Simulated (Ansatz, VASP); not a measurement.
Two plane-wave programs on CaAlO

```
Ca Al O
1.0
     3.62829    0.00000    0.00000
     0.00000    3.62829    0.00000
     0.00000    0.00000    6.12421
Ca Al O
2 2 2
Direct
  0.00000 0.50000 0.18000
  0.50000 0.00000 0.82000
  0.00000 0.50000 0.64000
  0.50000 0.00000 0.36000
  0.00000 0.00000 0.00000
  0.50000 0.50000 0.00000
```

Change from the starting cell: species swapped into the NdClO type (P4/nmm, No. 129).

Alike in both runs: task single point; functional PBE; k mesh 6 × 6 × 4; occupations gaussian, width 0.1 eV; no spin polarisation.

|  | VASP | Ansatz |
| --- | --- | --- |
| version | VASP 6.6.1 | Ansatz 0.2.0 |
| potentials or method | VASP PAW PBE potentials, release 64 (Ca_sv, Al, O), cutoff 520 eV | scalar-relativistic, plane waves, PAW |
| valence electrons in the cell | 38 | 38 |

VASP gave:

| Property | Result |
| --- | --- |
| gap on the k mesh at the Fermi level (eV) | none |
| rms of the force components (eV/Å) | 0.432 |

Question: Estimate Ansatz's values.

Answer: gap on the k mesh at the Fermi level (eV): none; rms of the force components (eV/Å): 0.471.

Atom by atom the forces differ by 0.049 eV/Å (rms over components). A gap of «none» marks a metal or a gap that the smearing closes.
